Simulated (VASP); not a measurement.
A run of VASP 6.6.1:

Contents of INCAR:

```
ALGO = Normal
EDIFF = 1E-7
ENCUT = 520
GGA = PS
ISIF = 2
ISMEAR = 0
ISPIN = 2
LASPH = T
LCHARG = F
LORBIT = 11
LREAL = Auto
LWAVE = F
MAGMOM = 0 0 0 0 0 0 0 0 0 0 0 0 0 0 0 0 0 0 0 0
NBANDS = 60
NELM = 150
PREC = Accurate
SIGMA = 0.02
```

File KPOINTS:

```
k-points
0
Gamma
  2 2 1
```

File POSCAR:

```
HC18O
1.0
    7.3980000000      0.0000000000      0.0000000000
   -3.6990000000      6.4068560000      0.0000000000
    0.0000000000      0.0000000000     11.0000000000
C O H
18 1 1
Direct
   -0.0058862880      0.0018589461      0.0792310000
    0.2160864417      0.1127303314      0.0796218182
   -0.0053936018      0.3354479951      0.0844938182
    0.2149650068      0.4438045743      0.0921091818
   -0.0051398149      0.6689555688      0.0840498182
    0.2149166629      0.7807795274      0.0912189091
    0.3268826442      0.0008269267      0.0839627273
    0.5499234380      0.1134408203      0.0856998182
    0.3271123926      0.3355324359      0.0844215455
    0.5500833430      0.4459928552      0.0858473636
    0.3271734998      0.6685124498      0.1288943636
    0.5519865408      0.7806654309      0.0916159091
    0.6602814655      0.0008056994      0.0841896364
    0.8829114854      0.1126953688      0.0797451818
    0.6606726494      0.3349881752      0.0852981818
    0.8822583368      0.4459749056      0.0858803636
    0.6604278528      0.6689941213      0.0842052727
    0.8830489914      0.7797695157      0.0796129091
    0.3287103971      0.6780417728      0.2636373636
    0.2783411734      0.5365658289      0.2935377273
```

Potentials or basis: VASP PAW PBE potentials, release 64 (C, O, H).

The run is started by

```console
$ cat potpaw_PBE.64/C/POTCAR potpaw_PBE.64/O/POTCAR potpaw_PBE.64/H/POTCAR > POTCAR
$ mpirun -np 1 vasp_std > vasp.out
```

Hardware: 1 thread of Intel(R) Xeon(R) 6975P-C (Granite Rapids), with other jobs on the host.

Task: How long does it take, and how much memory?

Result: Wall time 5.2 min on 1 thread of Intel(R) Xeon(R) 6975P-C (Granite Rapids), with other jobs on the host, peak memory 0.82 GiB. Counts: scf iterations 26, k points 4.
